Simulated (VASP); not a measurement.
# Cu (C2/m) in VASP: further runs

The runs below take Cu through single point, with PBEsol.

Program: VASP 6.6.1. These are calculated values, not measurements. Logs are shortened: lines on timing, memory, paths and dates and some standing lists are left out, and cuts for length are marked.

## 1. The cell of the first run

Symmetry: C2/m, No. 12, monoclinic system. The conventional cell has a = 3.908 Å, b = 2.886 Å, c = 2.753 Å, α = 90.00°, β = 132.44°, γ = 90.00°. Cu (site symmetry 2/m) has 14 Cu at 2.43 to 2.89 Å within 3.2 Å.

## 2. Single point, PBEsol (strain -0.0400 x Voigt [0, 0, 0, 1, 0, 0])

Input file INCAR:

```
SYSTEM = Cu
PREC = Accurate
ENCUT = 520
EDIFF = 1E-6
ISMEAR = 0
SIGMA = 0.15
LREAL = .False.
LASPH = .True.
NELM = 100
ALGO = Fast
ISIF = 2
LWAVE = .False.
LCHARG = .False.
GGA = PS
NBANDS = 12
```

Input file KPOINTS:

```
regular mesh
0
Gamma
  24 24 24
  0 0 0
```

Input file POSCAR:

```
Cu
1.0
   -1.4427933200      1.4152716910      1.3472255836
    1.4427933200     -1.4703149490      1.4049373164
    1.4427933200      1.4703149490     -1.4049373164
Cu
1
Direct
    0.0000000000      0.0000000000      0.0000000000
```

Potentials or basis: VASP PAW PBE potentials, release 64 (Cu).

The run is started by

```sh
cat potpaw_PBE.64/Cu/POTCAR > POTCAR
mpirun -np 1 vasp_std > vasp.out
```

OUTCAR:

```text
SYSTEM = Cu
   PREC = Accurate
   ENCUT = 520
   EDIFF = 1E-6
   ISMEAR = 0
   LREAL = .False.
   LASPH = .True.
   NELM = 100
   ISIF = 2
   GGA = PS

 ion  position               nearest neighbor table
   1  0.000  0.000  0.000-

  LATTYP: Found a base centered monoclinic cell.
 ALAT       =     3.9079461268
 B/A-ratio  =     0.7383895648
 C/A-ratio  =     0.7043887475
 COS(beta)  =    -0.6748590703

  Lattice vectors:

 A1 = (  -1.4427933200,  -1.4152716910,  -1.3472255836)
 A2 = (   1.4427933200,  -1.4152716910,  -1.3472255836)
 A3 = (   0.0000000000,  -0.0550432580,   2.7521629000)

Analysis of symmetry for initial positions (statically):
=====================================================================
 Subroutine PRICEL returns:
 Original cell was already a primitive cell.

 Routine SETGRP: Setting up the symmetry group for a
 base centered monoclinic supercell.

 Subroutine GETGRP returns: Found  4 space group operations
 (whereof  4 operations were pure point group operations)
 out of a pool of  4 trial point group operations.

The static configuration has the point symmetry C_2h.

Analysis of symmetry for dynamics (positions and initial velocities):
=====================================================================
 Subroutine PRICEL returns:
 Original cell was already a primitive cell.

 Routine SETGRP: Setting up the symmetry group for a
 base centered monoclinic supercell.

 Subroutine GETGRP returns: Found  4 space group operations
 (whereof  4 operations were pure point group operations)
 out of a pool of  4 trial point group operations.

The dynamic configuration has the point symmetry C_2h.

 Subroutine INISYM returns: Found  4 space group operations
 (whereof  4 operations are pure point group operations),
 and found     1 'primitive' translations

----------------------------------------------------------------------------------------

                                     Primitive cell

  volume of cell :      11.4535

  direct lattice vectors                    reciprocal lattice vectors
    -1.442793320  1.415271691  1.347225584     0.000000000  0.353958578  0.370429757
     1.442793320 -1.470314949  1.404937316     0.346549983  0.007269920  0.363495983
     1.442793320  1.470314949 -1.404937316     0.346549983  0.346688658  0.006933773

  length of vectors
     2.428922250  2.493456933  2.493456933     0.512352300  0.502273902  0.490242790

  position of ions in fractional coordinates (direct lattice)
     0.000000000  0.000000000  0.000000000

  ion indices of the primitive-cell ions
   primitive index   ion index
                 1           1

----------------------------------------------------------------------------------------

 KPOINTS: regular mesh

Automatic generation of k-mesh.
 Grid dimensions read from file:
 generate k-points for:   24   24   24

 Generating k-lattice:

  Cartesian coordinates                     Fractional coordinates (reciprocal lattice)
     0.000000000  0.014748274  0.015434573     0.041666667  0.000000000  0.000000000
     0.014439583  0.000302913  0.015145666    -0.000000000  0.041666667  0.000000000
     0.014439583  0.014445361  0.000288907    -0.000000000  0.000000000  0.041666667

  Length of vectors
     0.021348013  0.020928079  0.020426783

  Shift w.r.t. Gamma in fractional coordinates (k-lattice)
     0.000000000  0.000000000  0.000000000

 Subroutine IBZKPT returns following result:
 ===========================================

 Found   3614 irreducible k-points:

 Following reciprocal coordinates:
            Coordinates               Weight
  0.000000  0.000000  0.000000      1.000000
  0.041667  0.000000  0.000000      2.000000
  0.083333 -0.000000  0.000000      2.000000
  0.125000  0.000000 -0.000000      2.000000
  0.166667  0.000000 -0.000000      2.000000
  0.208333  0.000000 -0.000000      2.000000
[... 16 lines left out ...]
  0.375000  0.041667 -0.000000      4.000000
  0.416667  0.041667 -0.000000      4.000000
 [... further k-points ...]
   k-points           NKPTS =   3614   k-points in BZ     NKDIM =   3614   number of bands    NBANDS=     12
   number of dos      NEDOS =    301   number of ions     NIONS =      1
   total plane-waves  NPLWV =   7200
   dimension x,y,z NGX =    18 NGY =   20 NGZ =   20
   dimension x,y,z NGXF=    36 NGYF=   40 NGZF=   40
   ions per type =               1
   NGX,Y,Z   is equivalent  to a cutoff of  12.32, 13.33, 13.33 a.u.
   NGXF,Y,Z  is equivalent  to a cutoff of  24.64, 26.67, 26.67 a.u.
 SYSTEM =  Cu
   PREC   = accura    normal or accurate (medium, high low for compatibility)
   ISTART =      0    job   : 0-new  1-cont  2-samecut
   ICHARG =      2    charge: 1-file 2-atom 10-const
   ISPIN  =      1    spin polarized calculation?
   LNONCOLLINEAR =      F non collinear calculations
   LSORBIT =      F    spin-orbit coupling
   LASPH  =      T    aspherical Exc in radial PAW
   ENCUT  =  520.0 eV  38.22 Ry    6.18 a.u.   4.52  4.64  4.64*2*pi/ulx,y,z
   NELM   =    100;   NELMIN=  2; NELMDL= -5     # of ELM steps
   EDIFF  = 0.1E-05   stopping-criterion for ELM
   LREAL  =      F    real-space projection
   EDIFFG = 0.1E-04   stopping-criterion for IOM
   NSW    =      0    number of steps for IOM
   IBRION =     -1    ionic relax: 0-MD 1-quasi-New 2-CG
   NFREE  =      0    steps in history (QN), initial steepest desc. (CG)
   ISIF   =      2    stress and relaxation
   ISYM   =      2    0-nonsym 1-usesym 2-fastsym
   POTIM  = 0.5000    time-step for ionic-motion
   TEBEG  =    0.0;   TEEND  =   0.0 temperature during run
   PSTRESS=    0.0 pullay stress
   NELECT =      11.0000    total number of electrons
   NUPDOWN=      -1.0000    fix difference up-down
   EMIN   =  10.00;   EMAX   =-10.00  energy-range for DOS
   EFERMI =   0.00;   METHOD = LEGACY
   ISMEAR =     0;   SIGMA  =   0.15  broadening in eV -4-tet -1-fermi 0-gaus
   EFERMI_NEDOS =   21; number of points for ismear=-14 and -15
   IALGO  =     68    algorithm
   IMIX   =      4    mixing-type and parameters
     AMIX     =   0.40;   BMIX     =  1.00
     AMIX_MAG =   1.60;   BMIX_MAG =  1.00
  volume/ion in A,a.u.               =      11.45        77.29
  Fermi-wavevector in a.u.,A,eV,Ry     =   1.615200  3.052285 35.495826  2.608870
  Thomas-Fermi vector in A             =   2.709986
   LORBIT       =      0    0 simple, 1 ext, 2 COOP (PROOUT), +10 PAW based schemes
   GGA     = PS    functional components
   LHFCALC =     F    Hartree Fock is set to
   AEXX    =    0.0000 exact exchange contribution
   IVDW    =     0    specifies the selected vdW correction
   LEPSILON=     F    determine dielectric tensor
   LRPA    =     F    only Hartree local field effects (RPA)
 non-spin polarized calculation
 RMM-DIIS sequential band-by-band and
 Gauss-broadening in eV      SIGMA  =   0.15
  energy-cutoff  :      520.00
  volume of cell :       11.45
 maximum number of plane-waves:       323
   NGX =  9   NGY =  9   NGZ =  9

 number of electron      10.9999999 magnetization

 Free energy of the ion-electron system (eV)
  ---------------------------------------------------
  ext. energy  EPLUGINS =         0.00000000
  ---------------------------------------------------
  free energy    TOTEN  =        -4.26619482 eV

  energy without entropy =       -4.26234540  energy(sigma->0) =       -4.26427011

 E-fermi :   7.7823     XC(G=0): -13.0883

 val. band max:        7.7818595175   @ k =   0.5000   0.3333   0.1250
 cond. band min:       7.7823712779   @ k =  -0.4167   0.4167   0.1667
 fundamental gap:      0.0005117604
 Fermi energy:         7.7822749118

 k-point     1 :       0.0000    0.0000    0.0000
  band No.  band energies     occupation
      1      -1.8338      2.00000
      2       4.3844      2.00000
      3       4.6416      2.00000
      4       4.7253      2.00000
      5       5.5437      2.00000
      6       5.7545      2.00000
      7      32.4402      0.00000
      8      32.6589      0.00000
      9      33.7917      0.00000
     10      36.3946      0.00000
     11      36.5500      0.00000
     12      36.6911      0.00000

 k-point     2 :       0.0417    0.0000    0.0000
  band No.  band energies     occupation
      1      -1.7609      2.00000
      2       4.4108      2.00000
      3       4.6444      2.00000
      4       4.7132      2.00000
      5       5.5411      2.00000
      6       5.7397      2.00000
      7      32.2477      0.00000
      8      32.4386      0.00000
      9      33.3999      0.00000
     10      35.2943      0.00000
     11      35.5642      0.00000
     12      36.6700      0.00000

 k-point     3 :       0.0833   -0.0000    0.0000
  band No.  band energies     occupation
      1      -1.5439      2.00000
      2       4.4800      2.00000
      3       4.6505      2.00000
      4       4.6865      2.00000
      5       5.5318      2.00000
      6       5.7018      2.00000
      7      31.4216      0.00000
      8      31.9061      0.00000
      9      32.2778      0.00000
     10      34.1279      0.00000
     11      34.5136      0.00000
     12      35.2750      0.00000

 k-point     4 :       0.1250    0.0000   -0.0000
  band No.  band energies     occupation
      1      -1.1872      2.00000
      2       4.5189      2.00000
      3       4.6529      2.00000
      4       4.7185      2.00000
      5       5.5120      2.00000
      6       5.6600      2.00000
      7      29.6261      0.00000
      8      31.0087      0.00000
      9      31.2341      0.00000
     10      32.7486      0.00000
     11      34.0321      0.00000
     12      34.8330      0.00000

 k-point     5 :       0.1667    0.0000   -0.0000
  band No.  band energies     occupation
      1      -0.7001      2.00000
      2       4.4561      2.00000
      3       4.6431      2.00000
      4       4.8794      2.00000
      5       5.4837      2.00000
      6       5.6349      2.00000
      7      27.3742      0.00000
      8      29.8516      0.00000
      9      30.4497      0.00000
     10      31.5582      0.00000
     11      33.3903      0.00000
     12      35.2395      0.00000
[... 228 lines left out ...]
      1       1.6705      2.00000
      2       4.0813      2.00000
      3       4.7253      2.00000
      4       5.4867      2.00000
      5       5.7193      2.00000
      6       5.8212      2.00000
      7      19.4777      0.00000
      8      25.9668      0.00000
      9      26.6598      0.00000
     10      29.9851      0.00000
     11      32.4930      0.00000
     12      37.3991      0.00000

 k-point    22 :       0.3333    0.0417    0.0000
  band No.  band energies     occupation
      1       2.1885      2.00000
      2       3.9857      2.00000
      3       5.0614      2.00000
      4       5.5454      2.00000
      5       5.7620      2.00000
      6       6.1154      2.00000
      7      17.4540      0.00000
      8      25.2914      0.00000
      9      25.8963      0.00000
     10      29.6841      0.00000
     11      32.3579      0.00000
     12      38.2706      0.00000

 k-point    23 :       0.3750    0.0417   -0.0000
  band No.  band energies     occupation
      1       2.4804      2.00000
      2       3.9088      2.00000
      3       5.4058      2.00000
      4       5.7055      2.00000
      5       5.8848      2.00000
      6       6.4775      2.00000
      7      15.6125      0.00000
      8      24.7426      0.00000
      9      25.3207      0.00000
     10      29.4672      0.00000
     11      32.2839      0.00000
     12      39.1104      0.00000

 k-point    24 :       0.4167    0.0417   -0.0000
  band No.  band energies     occupation
      1       2.6038      2.00000
      2       3.8551      2.00000
      3       5.4996      2.00000
      4       5.7625      2.00000
      5       6.1925      2.00000
      6       7.0841      2.00000
      7      14.0635      0.00000
      8      24.3411      0.00000
      9      24.9452      0.00000
     10      29.3296      0.00000
     11      32.2541      0.00000
     12      39.8613      0.00000

 [... further k-points ...]

------------------------ aborting loop because EDIFF is reached ----------------------------------------

  FORCE on cell =-STRESS in cart. coord.  units (eV):
  Direction    XX          YY          ZZ          XY          YZ          ZX
  --------------------------------------------------------------------------------------
  -------------------------------------------------------------------------------------
  Total       -0.0050433     -0.0277998     -0.0378369      0.0000000      0.2806930      0.0000000
  in kB       -0.7054795     -3.8887784     -5.2928208      0.0000000     39.2648110      0.0000000
  external PRESSURE =      -3.2956929 kB  Pullay stress =       0.0000000 kB

 VOLUME and BASIS-vectors are now :
 -----------------------------------------------------------------------------
  energy-cutoff  :      520.00
  volume of cell :       11.45
      direct lattice vectors                 reciprocal lattice vectors
    -1.442793320  1.415271691  1.347225584     0.000000000  0.353958578  0.370429757
     1.442793320 -1.470314949  1.404937316     0.346549983  0.007269920  0.363495983
     1.442793320  1.470314949 -1.404937316     0.346549983  0.346688658  0.006933773

 POSITION                                       TOTAL-FORCE (eV/Angst)
 -----------------------------------------------------------------------------------
      0.00000      0.00000      0.00000         0.000000      0.000000      0.000000
 -----------------------------------------------------------------------------------
    total drift:                                0.000000     -0.000000      0.000000

  FREE ENERGIE OF THE ION-ELECTRON SYSTEM (eV)
  ---------------------------------------------------
  free  energy   TOTEN  =        -4.2661948164 eV

  energy  without entropy=       -4.2623453974  energy(sigma->0) =       -4.26427011
```

It took 11 min on 1 thread of Intel Xeon 8259CL, shared host; peak memory 0.57 GiB.

Results:

```
Free energy            : -4.2662 eV
Pressure               : -0.3 GPa
Band gap on the k mesh : zero (an odd number of electrons rules out a gap without spin polarisation)
```

Levels at points of the mesh, in eV from the Fermi level:
```csv
k point,band 2,band 3,band 4,band 5,band 6,band 7,band 8,band 9,band 10,band 11
"(0.00, 0.00, 0.00)",-3.40,-3.14,-3.06,-2.24,-2.03,24.66,24.88,26.01,28.61,28.77
"(0.50, 0.00, 0.00)",-3.96,-2.22,-1.99,-1.30,-0.24,5.15,16.98,17.02,21.01,24.07
"(0.00, 0.50, 0.00)",-4.03,-2.16,-1.93,-1.37,-0.57,4.69,16.64,18.17,21.22,24.58
"(0.50, 0.50, 0.00)",-3.79,-2.31,-2.07,-1.39,-0.93,4.17,17.97,19.51,22.38,25.68
"(0.00, 0.50, 0.50)",-4.09,-2.10,-1.88,-1.41,-0.87,4.24,17.66,17.89,21.68,24.78
"(0.50, 0.50, 0.50)",-4.78,-1.63,-1.56,-1.44,7.69,7.71,9.56,13.36,14.00,16.79
```

Caveat: the cell differs from its parent crystal (strain -0.0400 x Voigt [0, 0, 0, 1, 0, 0]); the PAW data sets were made with another functional, which shifts forces and pressure a little.

(Part 1 of 2 ends here.)
